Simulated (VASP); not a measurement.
A run of VASP 6.6.1 is set up as follows.

Contents of INCAR:

```
PREC = Accurate
ENCUT = 520
EDIFF = 1E-6
ISMEAR = 0
SIGMA = 0.01
LREAL = False
LASPH = True
NELM = 100
ALGO = Normal
ISIF = 2
LWAVE = False
LCHARG = False
GGA = PE
NBANDS = 29
```

KPOINTS

```
regular mesh
0
Gamma
  4 4 4
```

The input POSCAR:

```
NaGeCl3
1.0
    5.2767973193      0.0000000000      0.0000000000
    0.0000000000      5.2767973193      0.0000000000
    0.0000000000      0.0000000000      5.2767973193
Na Ge Cl
1 1 3
Direct
    0.0000000000      0.0000000000      0.0000000000
    0.5000000000      0.5000000000      0.5000000000
    0.5000000000      0.5000000000      0.0000000000
    0.5000000000      0.0000000000      0.5000000000
    0.0000000000      0.5000000000      0.5000000000
```

Potentials or basis: VASP PAW PBE potentials, release 64 (Na_pv, Ge_d, Cl).

The run is started by

```sh
$ cat potpaw_PBE.64/Na_pv/POTCAR potpaw_PBE.64/Ge_d/POTCAR potpaw_PBE.64/Cl/POTCAR > POTCAR
$ mpirun -np 1 vasp_std > vasp.out
```

Question: What does it give for the band gap on the k mesh?

Answer: 0.93 eV.

Question: What does it give for the pressure?

Answer: -0.6 GPa.

A k mesh can miss the band edges.
